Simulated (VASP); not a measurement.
# TaRu (P4/mmm) in VASP: notebook

Runs on TaRu. Level: LDA. Tasks: vibrations by perturbation theory.

Everything below comes from runs of VASP 6.6.1. Logs are shortened: lines on timing, memory, paths and dates and some standing lists are left out, and cuts for length are marked.

### 1 The cell of the first run

The structure is tetragonal, space group P4/mmm (No. 123). The conventional cell has a = 2.986 Å, b = 2.986 Å, c = 3.338 Å, α = 90.00°, β = 90.00°, γ = 90.00°. Ta (site symmetry 4/mmm) has 8 Ru at 2.69 Å and 6 Ta at 2.99 to 3.34 Å within 3.5 Å. Within 3.5 Å of Ru (site symmetry 4/mmm) lie 8 Ta at 2.69 Å and 6 Ru at 2.99 to 3.34 Å.

### 2 Vibrations by perturbation theory, LDA (14.88 Å³/atom)

INCAR reads:

```
PREC = Accurate
ENCUT = 520
EDIFF = 1E-8
ISMEAR = -1
SIGMA = 0.15
LREAL = F
LASPH = T
NELM = 60
ALGO = Fast
ISIF = 2
LWAVE = F
LCHARG = T
GGA = CA
NBANDS = 20
IBRION = 8
NSW = 1
```

KPOINTS reads:

```
Automatic mesh
0
Gamma
  14 14 12
```

POSCAR reads:

```
TaRu
1.0
    2.9862334938      0.0000000000      0.0000000000
    0.0000000000      2.9862334938      0.0000000000
    0.0000000000      0.0000000000      3.3381788451
Ta Ru
1 1
Direct
    0.5000000000      0.5000000000      0.5000000000
    0.0000000000      0.0000000000      0.0000000000
```

Potentials or basis: VASP PAW LDA potentials, release 64 (Ta_pv, Ru_pv).

Command:

```bash
cat potpaw_LDA.64/Ta_pv/POTCAR potpaw_LDA.64/Ru_pv/POTCAR > POTCAR
mpirun -np 1 vasp_std > vasp.out
```

OUTCAR:

```text
PREC = Accurate
   ENCUT = 520
   EDIFF = 1E-8
   ISMEAR = -1
   LREAL = F
   LASPH = T
   NELM = 60
   ISIF = 2
   GGA = CA
   IBRION = 8
   NSW = 1

 ion  position               nearest neighbor table
   1  0.500  0.500  0.500-   2 2.69   2 2.69   2 2.69   2 2.69   2 2.69   2 2.69   2 2.69   2 2.69

   2  0.000  0.000  0.000-   1 2.69   1 2.69   1 2.69   1 2.69   1 2.69   1 2.69   1 2.69   1 2.69

  LATTYP: Found a simple tetragonal cell.
 ALAT       =     2.9862334938
 C/A-ratio  =     1.1178559386

  Lattice vectors:

 A1 = (   2.9862334938,   0.0000000000,   0.0000000000)
 A2 = (   0.0000000000,   2.9862334938,   0.0000000000)
 A3 = (   0.0000000000,   0.0000000000,   3.3381788451)

Analysis of symmetry for initial positions (statically):
=====================================================================
 Subroutine PRICEL returns:
 Original cell was already a primitive cell.

 Routine SETGRP: Setting up the symmetry group for a
 simple tetragonal supercell.

 Subroutine GETGRP returns: Found 16 space group operations
 (whereof 16 operations were pure point group operations)
 out of a pool of 16 trial point group operations.

The static configuration has the point symmetry D_4h.

Analysis of symmetry for dynamics (positions and initial velocities):
=====================================================================
 Subroutine PRICEL returns:
 Original cell was already a primitive cell.

 Routine SETGRP: Setting up the symmetry group for a
 simple tetragonal supercell.

 Subroutine GETGRP returns: Found 16 space group operations
 (whereof 16 operations were pure point group operations)
 out of a pool of 16 trial point group operations.

The dynamic configuration has the point symmetry D_4h.

 Subroutine INISYM returns: Found 16 space group operations
 (whereof 16 operations are pure point group operations),
 and found     1 'primitive' translations

----------------------------------------------------------------------------------------

                                     Primitive cell

  volume of cell :      29.7685

  direct lattice vectors                    reciprocal lattice vectors
     2.986233494  0.000000000  0.000000000     0.334869997  0.000000000  0.000000000
     0.000000000  2.986233494  0.000000000     0.000000000  0.334869997  0.000000000
     0.000000000  0.000000000  3.338178845     0.000000000  0.000000000  0.299564537

  length of vectors
     2.986233494  2.986233494  3.338178845     0.334869997  0.334869997  0.299564537

  position of ions in fractional coordinates (direct lattice)
     0.500000000  0.500000000  0.500000000
     0.000000000  0.000000000  0.000000000

  ion indices of the primitive-cell ions
   primitive index   ion index
                 1           1
                 2           2

----------------------------------------------------------------------------------------

 KPOINTS: Automatic mesh

Automatic generation of k-mesh.
 Grid dimensions read from file:
 generate k-points for:   14   14   12

 Generating k-lattice:

  Cartesian coordinates                     Fractional coordinates (reciprocal lattice)
     0.023919285  0.000000000  0.000000000     0.071428571  0.000000000  0.000000000
     0.000000000  0.023919285  0.000000000     0.000000000  0.071428571  0.000000000
     0.000000000  0.000000000  0.024963711     0.000000000  0.000000000  0.083333333

  Length of vectors
[... 75 lines left out ...]
     AMIX_MAG =   1.60;   BMIX_MAG =  1.00
  volume/ion in A,a.u.               =      14.88       100.44
  Fermi-wavevector in a.u.,A,eV,Ry     =   1.544552  2.918780 32.458603  2.385640
  Thomas-Fermi vector in A             =   2.650056
   LORBIT       =      0    0 simple, 1 ext, 2 COOP (PROOUT), +10 PAW based schemes
   GGA     = CA    functional components
   LHFCALC =     F    Hartree Fock is set to
   AEXX    =    0.0000 exact exchange contribution
   IVDW    =     0    specifies the selected vdW correction
   LEPSILON=     F    determine dielectric tensor
   LRPA    =     F    only Hartree local field effects (RPA)
 non-spin polarized calculation
 RMM-DIIS sequential band-by-band and
  energy-cutoff  :      520.00
  volume of cell :       29.77
 maximum number of plane-waves:       824
 NGX is ok and might be reduce to    24
   NGX = 11   NGY = 11   NGZ = 13

--------------------------------------- Ionic step        1  -------------------------------------------

 number of electron      24.9999995 magnetization

 Free energy of the ion-electron system (eV)
  ---------------------------------------------------
  ext. energy  EPLUGINS =         0.00000000
  ---------------------------------------------------
  free energy    TOTEN  =       -24.12322620 eV

  energy without entropy =      -23.98968703  energy(sigma->0) =      -24.05645662

 E-fermi :   9.9821     XC(G=0): -13.8179

 val. band max:        9.9809123992   @ k =   0.2143   0.0000   0.2500
 cond. band min:       9.9832185918   @ k =   0.4286   0.0000   0.2500
 fundamental gap:      0.0023061927
 Fermi energy:         9.9821449470

 k-point     1 :       0.0000    0.0000    0.0000
  band No.  band energies     occupation
      1     -32.8558      2.00000
      2     -32.7590      2.00000
      3     -32.7590      2.00000
      4     -24.5319      2.00000
      5     -24.3556      2.00000
      6     -24.3556      2.00000
[... 541 lines left out ...]
     19      20.1702      0.00000
     20      22.3874      0.00000

 [... further k-points ...]

------------------------ aborting loop because EDIFF is reached ----------------------------------------

  FORCE on cell =-STRESS in cart. coord.  units (eV):
  Direction    XX          YY          ZZ          XY          YZ          ZX
  --------------------------------------------------------------------------------------
  -------------------------------------------------------------------------------------
  Total        1.3400562      1.3400562      1.3294821      0.0000000      0.0000000      0.0000000
  in kB       72.1234445     72.1234445     71.5543363      0.0000000      0.0000000      0.0000000
  external PRESSURE =      71.9337417 kB  Pullay stress =       0.0000000 kB

 VOLUME and BASIS-vectors are now :
 -----------------------------------------------------------------------------
  energy-cutoff  :      520.00
  volume of cell :       29.77
      direct lattice vectors                 reciprocal lattice vectors
     2.986233494  0.000000000  0.000000000     0.334869997  0.000000000  0.000000000
     0.000000000  2.986233494  0.000000000     0.000000000  0.334869997  0.000000000
     0.000000000  0.000000000  3.338178845     0.000000000  0.000000000  0.299564537

 POSITION                                       TOTAL-FORCE (eV/Angst)
 -----------------------------------------------------------------------------------
      1.49312      1.49312      1.66909         0.000000      0.000000      0.000000
      0.00000      0.00000      0.00000         0.000000      0.000000      0.000000
 -----------------------------------------------------------------------------------
    total drift:                                0.000000      0.000000     -0.000000

  FREE ENERGIE OF THE ION-ELECTRON SYSTEM (eV)
  ---------------------------------------------------
  free  energy   TOTEN  =       -24.1232262037 eV

  energy  without entropy=      -23.9896870341  energy(sigma->0) =      -24.05645662

[... ionic steps 2 to 3 ...]

--------------------------------------- Ionic step        4  -------------------------------------------

------------------------ aborting loop because EDIFF is reached ----------------------------------------
[... 11 lines left out ...]
[... ionic steps 8 to 8 ...]

--------------------------------------- Ionic step        9  -------------------------------------------

 Free energy of the ion-electron system (eV)
  ---------------------------------------------------
  ---------------------------------------------------
  free energy    TOTEN  =        -0.66734181 eV

  energy without entropy =       -0.66734184

------------------------ aborting loop because EDIFF is reached ----------------------------------------

 INTERNAL STRAIN TENSOR  FOR ION    2  DIRECTION 3   (eV/Angst):
 -----------------------------------------------------------------------------
    -0.01808  0.00000  0.00000
     0.00000 -0.01808  0.00000
     0.00000  0.00000 -0.02113

 INTERNAL STRAIN TENSOR FOR ION    2 for displacements in x,y,z  (eV/Angst):
          X           Y           Z          XY          YZ          ZX
  --------------------------------------------------------------------------------
  x     0.00000     0.00000     0.00000     0.00000     0.00000     0.00000
  y     0.00000     0.00000     0.00000     0.00000     0.00000     0.00000
  z     0.00000     0.00000     0.00000     0.00000     0.00000     0.00000

 SECOND DERIVATIVES (NOT SYMMETRIZED)
 ------------------------------------
               1X          1Y          1Z          2X          2Y          2Z
  1X    -6.572831    0.000000    0.000000    6.572831    0.000000    0.000000
  1Y     0.000000   -6.572831    0.000000    0.000000    6.572831    0.000000
  1Z     0.000000    0.000000   -6.451875    0.000000    0.000000    6.451875
  2X     6.568180    0.000000    0.000000   -6.568180    0.000000    0.000000
  2Y     0.000000    6.568180    0.000000    0.000000   -6.568180    0.000000
  2Z     0.000000    0.000000    6.451257    0.000000    0.000000   -6.451257

 Eigenvectors and eigenvalues of the dynamical matrix
 ----------------------------------------------------

   1 f  =    4.975981 THz    31.265012 2PiTHz  165.980867 cm-1    20.578995 meV
             X         Y         Z           dx          dy          dz
      1.493117  1.493117  1.669089    -0.000000    0.598786    0.000000
      0.000000  0.000000  0.000000     0.000000   -0.800909    0.000000
[... 21 lines left out ...]
   6 f/i=    0.000845 THz     0.005307 2PiTHz    0.028175 cm-1     0.003493 meV
             X         Y         Z           dx          dy          dz
      1.493117  1.493117  1.669089    -0.200761   -0.775339    0.000000
      0.000000  0.000000  0.000000    -0.150095   -0.579669    0.000000

--------------------------------------------------------------------------------------------------------

 ELASTIC MODULI CONTR FROM IONIC RELAXATION (kBar)
 Direction    XX          YY          ZZ          XY          YZ          ZX
 --------------------------------------------------------------------------------
 XX           0.0000      0.0000      0.0000      0.0000      0.0000      0.0000
 YY           0.0000      0.0000      0.0000      0.0000      0.0000      0.0000
 ZZ           0.0000      0.0000      0.0000      0.0000      0.0000      0.0000
 XY           0.0000      0.0000      0.0000      0.0000      0.0000      0.0000
 YZ           0.0000      0.0000      0.0000      0.0000      0.0000      0.0000
 ZX           0.0000      0.0000      0.0000      0.0000      0.0000      0.0000
 --------------------------------------------------------------------------------
```

It took 23 min on 1 thread of Intel Xeon Platinum 8259CL at 2.50GHz (Skylake/Cascade Lake), shared host; peak memory 0.63 GiB.

What came out:

* Highest phonon frequency at Γ: 166 cm⁻¹

Phonon frequencies in cm⁻¹ (negative: imaginary):
```
              q point        frequencies
(0.000, 0.000, 0.000)  0 0 0 164 166 166
```

Caveat: the cell stands under pressure or tension, which shifts response properties; spin-orbit coupling is left out, which moves the levels of the heavy elements.

### 3 Vibrations by perturbation theory, LDA

INCAR reads:

```
PREC     = Accurate       # precision mode
ENCUT    = 520            # plane-wave cutoff, eV
EDIFF    = 1E-8           # SCF threshold, eV
ISMEAR   = -1             # smearing method
SIGMA    = 0.15           # smearing width, eV
LREAL    = F              # projectors in reciprocal space
LASPH    = T              # aspherical terms in the spheres
NELM     = 60             # most SCF steps
ALGO     = Normal         # electronic algorithm
ISIF     = 2              # what is computed and relaxed
LWAVE    = F              # write WAVECAR
LCHARG   = T              # write CHGCAR
NBANDS   = 20             # bands
IBRION   = 8              # ionic algorithm
NSW      = 1              # ionic steps
```

KPOINTS is that of step 2.

POSCAR reads:

```
TaRu
1.0
    2.9862396031      0.0000000000      0.0000000000
    0.0000000000      2.9862396031      0.0000000000
    0.0000000000      0.0000000000      3.3385286281
Ta Ru
1 1
Direct
    0.5000000000      0.5000000000      0.5000000000
    0.0000000000      0.0000000000      0.0000000000
```

Potentials or basis: VASP PAW LDA potentials, release 64 (Ta_pv, Ru_pv).

Command:

```bash
cat potpaw_LDA.64/Ta_pv/POTCAR potpaw_LDA.64/Ru_pv/POTCAR > POTCAR
mpirun -np 1 vasp_std > vasp.out
```

OUTCAR:

```text
PREC = Accurate
   ENCUT = 520
   EDIFF = 1E-8
   ISMEAR = -1
   LREAL = F
   LASPH = T
   NELM = 60
   ISIF = 2
   IBRION = 8
   NSW = 1

 ion  position               nearest neighbor table
   1  0.500  0.500  0.500-   2 2.69   2 2.69   2 2.69   2 2.69   2 2.69   2 2.69   2 2.69   2 2.69

   2  0.000  0.000  0.000-   1 2.69   1 2.69   1 2.69   1 2.69   1 2.69   1 2.69   1 2.69   1 2.69

  LATTYP: Found a simple tetragonal cell.
 ALAT       =     2.9862396031
 C/A-ratio  =     1.1179707833

  Lattice vectors:
[... 818 lines left out ...]
               1X          1Y          1Z          2X          2Y          2Z
  1X    -6.569867    0.000000    0.000000    6.569867    0.000000    0.000000
  1Y     0.000000   -6.569867    0.000000    0.000000    6.569867    0.000000
  1Z     0.000000    0.000000   -6.446343    0.000000    0.000000    6.446343
  2X     6.566701    0.000000    0.000000   -6.566701    0.000000    0.000000
  2Y     0.000000    6.566701    0.000000    0.000000   -6.566701    0.000000
  2Z     0.000000   -0.000000    6.447448   -0.000000    0.000000   -6.447448

 Eigenvectors and eigenvalues of the dynamical matrix
 ----------------------------------------------------

   1 f  =    4.975220 THz    31.260226 2PiTHz  165.955459 cm-1    20.575845 meV
             X         Y         Z           dx          dy          dz
      1.493120  1.493120  1.669264     0.598742    0.000000   -0.000000
      0.000000  0.000000  0.000000    -0.800942   -0.000000    0.000000
[... 21 lines left out ...]
   6 f/i=    0.000575 THz     0.003614 2PiTHz    0.019185 cm-1     0.002379 meV
             X         Y         Z           dx          dy          dz
      1.493120  1.493120  1.669264     0.142444    0.788173    0.000000
      0.000000  0.000000  0.000000     0.106484    0.589197    0.000000

--------------------------------------------------------------------------------------------------------

 ELASTIC MODULI CONTR FROM IONIC RELAXATION (kBar)
 Direction    XX          YY          ZZ          XY          YZ          ZX
 --------------------------------------------------------------------------------
 XX           0.0000      0.0000      0.0000      0.0000      0.0000      0.0000
 YY           0.0000      0.0000      0.0000      0.0000      0.0000      0.0000
 ZZ           0.0000      0.0000      0.0000      0.0000      0.0000      0.0000
 XY           0.0000      0.0000      0.0000      0.0000      0.0000      0.0000
 YZ           0.0000      0.0000      0.0000      0.0000      0.0000      0.0000
 ZX           0.0000      0.0000      0.0000      0.0000      0.0000      0.0000
 --------------------------------------------------------------------------------
```

OSZICAR:

```text
N       E                     dE             d eps       ncg     rms          rms(c)
DAV:   1     0.229074360715E+03    0.22907E+03   -0.14151E+04 10080   0.130E+03
DAV:   2    -0.196623969193E+02   -0.24874E+03   -0.24322E+03 10972   0.400E+02
DAV:   3    -0.252524228305E+02   -0.55900E+01   -0.55336E+01 12004   0.621E+01
DAV:   4    -0.252912059852E+02   -0.38783E-01   -0.38707E-01 11996   0.522E+00
[... 74 lines left out ...]
RMM:   9    -0.667359101637E+00   -0.35948E-05   -0.96242E-07 19861   0.126E-03    0.168E-04
RMM:  10    -0.667360602452E+00   -0.15008E-05   -0.16568E-07 19109   0.466E-04    0.517E-05
RMM:  11    -0.667361436793E+00   -0.83434E-06   -0.25435E-07 19603   0.238E-04    0.100E-05
RMM:  12    -0.667361451973E+00   -0.15180E-07   -0.12371E-07 20127   0.143E-04    0.468E-06
RMM:  13    -0.667361446562E+00    0.54111E-08   -0.67118E-08 20428   0.986E-05    0.145E-06
 Linear response finished
```

It took 13 min on 1 thread of Intel Xeon Platinum 8259CL at 2.50GHz (Skylake/Cascade Lake), shared host; peak memory 0.63 GiB.

Results:

- Highest phonon frequency at Γ: 166 cm⁻¹

Phonon frequencies in cm⁻¹ (negative: imaginary):
```tsv
q point	frequencies
(0.000, 0.000, 0.000)	0 0 0 164 166 166
```

Caveat: the cell stands under pressure or tension, which shifts response properties; spin-orbit coupling is left out, which moves the levels of the heavy elements.
